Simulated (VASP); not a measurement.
Runs of VASP 6.6.1 on AlPt. The structure is that of space group Pm-3m (No. 221), or close to it. The cells are those of the table. 

```tsv
task	cell	cutoff (eV)	gap on the mesh (eV)	pressure (GPa)
relaxation of cell and atoms	relaxed from a = 3.092 Å, 2 atoms	600	none	0.0
single point	a = 3.035 Å, 2 atoms	520	none	(b)
single point	a = 3.126 Å, 2 atoms	520	none	(a)
single point	a = 3.003 Å, 2 atoms	520	none	14.5
single point	a = 3.066 Å, 2 atoms	520	none	-0.2
single point	a = 3.096 Å, 2 atoms	520	none	-5.8
```

Alike in all rows: level r2SCAN; potentials or basis VASP PAW PBE potentials, release 64 (Al, Pt); no spin polarisation; k mesh 14 × 14 × 14; smearing gaussian 0.1 eV.

Problem. Fill in the values left out.

Solution. (a) -10.6; (b) 6.5.

Caveats: the PAW data sets were made with another functional, which shifts forces and pressure a little; spin-orbit coupling is left out, which moves the levels of the heavy elements; the cell stands under pressure (at least some runs); the cell stands under tension (at least some runs).

A k mesh can miss the band edges, and the runs leave out spin-orbit coupling on Pt.

A gap of «none» marks levels without a gap at the run's occupations.
